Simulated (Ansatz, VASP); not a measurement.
# One calculation of Si3TeW, two programs

File INCAR:

```
SYSTEM = Si3TeW
PREC = Accurate
ENCUT = 520
EDIFF = 1E-7
ISMEAR = 0
SIGMA = 0.1
LREAL = .False.
LASPH = .True.
NELM = 100
ALGO = Normal
ISIF = 2
LWAVE = .False.
LCHARG = .True.
GGA = PE
LELF = .True.
LVHAR = .True.
NBANDS = 24
```

KPOINTS

```
Automatic mesh
0
Gamma
  4 4 4
  0 0 0
```

File POSCAR:

```
Si3TeW
1.0
    4.5640365800      0.0000000000      0.0000000000
    0.0000000000      4.5640365800      0.0000000000
    0.0000000000      0.0000000000      4.5640365800
Si Te W
3 1 1
Direct
    0.5000000000      0.0000000000      0.0000000000
    0.0000000000      0.5000000000      0.0000000000
    0.0000000000      0.0000000000      0.5000000000
    0.0000000000      0.0000000000      0.0000000000
    0.5000000000      0.5000000000      0.5000000000
```

Input for Ansatz:

```yaml
crystal:
  lattice:
    - [4.56403658, 0.0, 0.0]
    - [0.0, 4.56403658, 0.0]
    - [0.0, 0.0, 4.56403658]
  atoms:
    - { symbol: Si, position: [0.5, 0.0, 0.0] }
    - { symbol: Si, position: [0.0, 0.5, 0.0] }
    - { symbol: Si, position: [0.0, 0.0, 0.5] }
    - { symbol: Te, position: [0.0, 0.0, 0.0] }
    - { symbol: W, position: [0.5, 0.5, 0.5] }
basis:
  ecutwfc: 420
kpoints:
  mp_grid: { grid: [4, 4, 4] }
hamiltonian:
  xc: pbe
scf:
  occupations: { method: gaussian, width: 0.1 }
  lower_state_search: "off"
output:
  forces: true
  stress: true
  eigenvalues: true
```

Change from the starting cell: species swapped into the Ho3PbC type (Pm-3m, No. 221).

Alike in both runs: task single point; functional PBE; k mesh 4 × 4 × 4; occupations gaussian, width 0.1 eV; no spin polarisation.

|  | VASP | Ansatz |
| --- | --- | --- |
| version | VASP 6.6.1 | Ansatz 0.2.0 |
| potentials or method | VASP PAW PBE potentials, release 64 (Si, Te, W_sv), cutoff 520 eV | scalar-relativistic, plane waves, PAW |
| valence electrons in the cell | 32 | 42 |

```tsv
	VASP	Ansatz	Ansatz less VASP
gap on the k mesh at the Fermi level (eV)	none	none	-
pressure (GPa)	23.3	22.7	-0.60
```

A gap of «none» marks a metal or a gap that the smearing closes. The functional is the same, so the differences come from potentials, cutoffs and numerics. VASP's potentials hold 32 valence electrons a cell and Ansatz's 42, so a difference there can come from the potentials and not from the codes.

Spin-orbit coupling is off throughout.
